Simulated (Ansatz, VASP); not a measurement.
One calculation of ZnSe3, two programs

Contents of INCAR:

```
SYSTEM = ZnSe3
PREC = Accurate ; ENCUT = 500
EDIFF = 1E-7 ; ISMEAR = 0
SIGMA = 0.1 ; LREAL = .False.
LASPH = .True. ; NELM = 120
ALGO = Normal ; ISIF = 3
LWAVE = .False. ; LCHARG = .False.
GGA = PE ; IBRION = 2
NSW = 90 ; EDIFFG = -0.04
GGA_COMPAT = .False. ; NELMIN = 4
```

The input KPOINTS:

```
regular mesh
0
Gamma
  4 4 4
  0 0 0
```

POSCAR

```
ZnSe3
1.0
   -2.6853216000      2.6853216000      3.3113171900
    2.6853216000     -2.6853216000      3.3113171900
    2.6853216000      2.6853216000     -3.3113171900
Zn Se
1 3
Direct
    0.5000000000      0.5000000000      0.0000000000
    0.5000000000      0.0000000000      0.5000000000
    0.0000000000      0.5000000000      0.5000000000
    0.0000000000      0.0000000000      0.0000000000
```

Input for Ansatz:

```yaml
crystal:
  lattice:
    - [-2.6853216, 2.6853216, 3.31131719]
    - [2.6853216, -2.6853216, 3.31131719]
    - [2.6853216, 2.6853216, -3.31131719]
  atoms:
    - { symbol: Zn, position: [0.5, 0.5, 0.0] }
    - { symbol: Se, position: [0.5, 0.0, 0.5] }
    - { symbol: Se, position: [0.0, 0.5, 0.5] }
    - { symbol: Se, position: [0.0, 0.0, 0.0] }
basis:
  ecutwfc: 420
kpoints:
  mp_grid: { grid: [4, 4, 4] }
hamiltonian:
  xc: pbe
scf:
  occupations: { method: gaussian, width: 0.1 }
  lower_state_search: "off"
output:
  forces: true
  stress: true
  eigenvalues: true
relax:
  adjacent_minimum: "off"
  f_tol: 0.04
  max_steps: 70
  cell: { stress_tol: 0.4 }
```

Alike in both runs: task relaxation of cell and atoms; functional PBE; k mesh 4 × 4 × 4; occupations gaussian, width 0.1 eV; no spin polarisation.

```csv
,VASP,Ansatz
version,VASP 6.6.1,Ansatz 0.2.0
potentials or method,"VASP PAW PBE potentials, release 64 (Zn, Se), cutoff 500 eV","scalar-relativistic, plane waves, PAW"
valence electrons in the cell,30,60
```

Ansatz gave:

```
gap on the k mesh at the Fermi level, each at its own relaxed structure (eV) : none
relaxed volume (Å³/atom)                                                     : 20.97
relaxed cell length with the largest relative difference (Å)                 : 4.778
```

Q: Estimate VASP's values.

A: gap on the k mesh at the Fermi level, each at its own relaxed structure (eV): none; relaxed volume (Å³/atom): 21.00; relaxed cell length with the largest relative difference (Å): 4.781.

A gap of «none» marks a metal or a gap that the smearing closes. VASP's potentials hold 30 valence electrons a cell and Ansatz's 60, so a difference there can come from the potentials and not from the codes.

The k mesh is coarse, so the values compare programs but aren't converged.
